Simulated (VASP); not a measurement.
Wanted: the native input for a VASP 6.6.1 run.

| Item | Value |
| --- | --- |
| Task | equation of state |
| Functional | revPBE |
| Potentials or basis | VASP PAW PBE potentials, release 64 (Zn_sv_GW, O_GW) |
| Cutoff | 660 eV |
| k mesh | 8 × 8 × 5 |
| Occupations | gaussian, width 0.03 eV |
| Spin | no spin polarisation |
| Tolerance level | tight |
| Purpose | choice of potentials |
| Eos scales | [0.91, 0.94, 0.97, 1.0, 1.03, 1.06, 1.09] |
| Further INCAR settings | ALGO = Normal; EDIFF = 1e-07; NSW = 0 |

The structure of ZnO lies in POSCAR.step2:

```
ZnO
1.0
    3.1829769797      0.0000000000      0.0000000000
   -1.5914884899      2.7565389241      0.0000000000
    0.0000000000      0.0000000000      5.0994402224
Zn O
2 2
Direct
    0.6666666667      0.3333333333      0.0000000000
    0.3333333333      0.6666666667      0.5000000000
    0.3333333333      0.6666666667      0.8790100000
    0.6666666667      0.3333333333      0.3790100000
```

The structure of ZnO lies in POSCAR.step3:

```
ZnO
1.0
    3.2164844629      0.0000000000      0.0000000000
   -1.6082422315      2.7855572558      0.0000000000
    0.0000000000      0.0000000000      5.1531224855
Zn O
2 2
Direct
    0.6666666667      0.3333333333      0.0000000000
    0.3333333333      0.6666666667      0.5000000000
    0.3333333333      0.6666666667      0.8790100000
    0.6666666667      0.3333333333      0.3790100000
```

The structure of ZnO lies in POSCAR.step4:

```
ZnO
1.0
    3.2493080000      0.0000000000      0.0000000000
   -1.6246540000      2.8139832727      0.0000000000
    0.0000000000      0.0000000000      5.2057090000
Zn O
2 2
Direct
    0.6666666667      0.3333333333      0.0000000000
    0.3333333333      0.6666666667      0.5000000000
    0.3333333333      0.6666666667      0.8790100000
    0.6666666667      0.3333333333      0.3790100000
```

The structure of ZnO lies in POSCAR.step5:

```
ZnO
1.0
    3.2814814587      0.0000000000      0.0000000000
   -1.6407407294      2.8418463053      0.0000000000
    0.0000000000      0.0000000000      5.2572540255
Zn O
2 2
Direct
    0.6666666667      0.3333333333      0.0000000000
    0.3333333333      0.6666666667      0.5000000000
    0.3333333333      0.6666666667      0.8790100000
    0.6666666667      0.3333333333      0.3790100000
```

The structure of ZnO lies in POSCAR.step6:

```
ZnO
1.0
    3.3130361008      0.0000000000      0.0000000000
   -1.6565180504      2.8691734269      0.0000000000
    0.0000000000      0.0000000000      5.3078076462
Zn O
2 2
Direct
    0.6666666667      0.3333333333      0.0000000000
    0.3333333333      0.6666666667      0.5000000000
    0.3333333333      0.6666666667      0.8790100000
    0.6666666667      0.3333333333      0.3790100000
```

The structure of ZnO lies in POSCAR.step7:

```
ZnO
1.0
    3.3440008498      0.0000000000      0.0000000000
   -1.6720004249      2.8959896862      0.0000000000
    0.0000000000      0.0000000000      5.3574162005
Zn O
2 2
Direct
    0.6666666667      0.3333333333      0.0000000000
    0.3333333333      0.6666666667      0.5000000000
    0.3333333333      0.6666666667      0.8790100000
    0.6666666667      0.3333333333      0.3790100000
```

These files were run (other wordings do the same):

POSCAR.step1

```
ZnO
1.0
    3.1487487681      0.0000000000      0.0000000000
   -1.5743743840      2.7268964233      0.0000000000
    0.0000000000      0.0000000000      5.0446032819
Zn O
2 2
Direct
    0.6666666667      0.3333333333      0.0000000000
    0.3333333333      0.6666666667      0.5000000000
    0.3333333333      0.6666666667      0.8790100000
    0.6666666667      0.3333333333      0.3790100000
```

INCAR

```
SYSTEM = ZnO
GGA = RE ; ISMEAR = 0
SIGMA = 0.03 ; LWAVE = .FALSE.
LCHARG = .FALSE. ; ISIF = 2
NSW = 0 ; ENCUT = 660
PREC = Accurate ; LASPH = .TRUE.
LREAL = .FALSE. ; ALGO = Normal
EDIFF = 1E-7 ; NELM = 120
GGA_COMPAT = .FALSE. ; EFERMI = MIDGAP
```

KPOINTS

```
k-points
0
Gamma
  8 8 5
```

Potentials or basis: VASP PAW PBE potentials, release 64 (Zn_sv_GW, O_GW).

Launch:

```console
$ cat potpaw_PBE.64/Zn_sv_GW/POTCAR potpaw_PBE.64/O_GW/POTCAR > POTCAR
$ cp POSCAR.step1 POSCAR
$ mpirun -np 1 vasp_std > vasp.out
$ cp POSCAR.step2 POSCAR
$ mpirun -np 1 vasp_std > vasp.out
$ cp POSCAR.step3 POSCAR
$ mpirun -np 1 vasp_std > vasp.out
$ cp POSCAR.step4 POSCAR
$ mpirun -np 1 vasp_std > vasp.out
$ cp POSCAR.step5 POSCAR
$ mpirun -np 1 vasp_std > vasp.out
$ cp POSCAR.step6 POSCAR
$ mpirun -np 1 vasp_std > vasp.out
$ cp POSCAR.step7 POSCAR
$ mpirun -np 1 vasp_std > vasp.out
```

Results of the run:

| Quantity | Value |
| --- | --- |
| Equilibrium volume | 12.67 Å³/atom |
| Bulk modulus at fixed shape and positions | 119 GPa |
| Pressure derivative of the bulk modulus | 4.5 |

Caveat: the cell was scaled at fixed shape and fractional positions, which overstates the stiffness of a crystal with free parameters, most of all of layers and chains; the PAW data sets were made with another functional, which shifts forces and pressure a little.

Wall time 9.8 min on 1 thread of Intel(R) Xeon(R) Platinum 8259CL CPU @ 2.50GHz (Skylake/Cascade Lake), with other jobs on the host, peak memory 0.23 GiB.
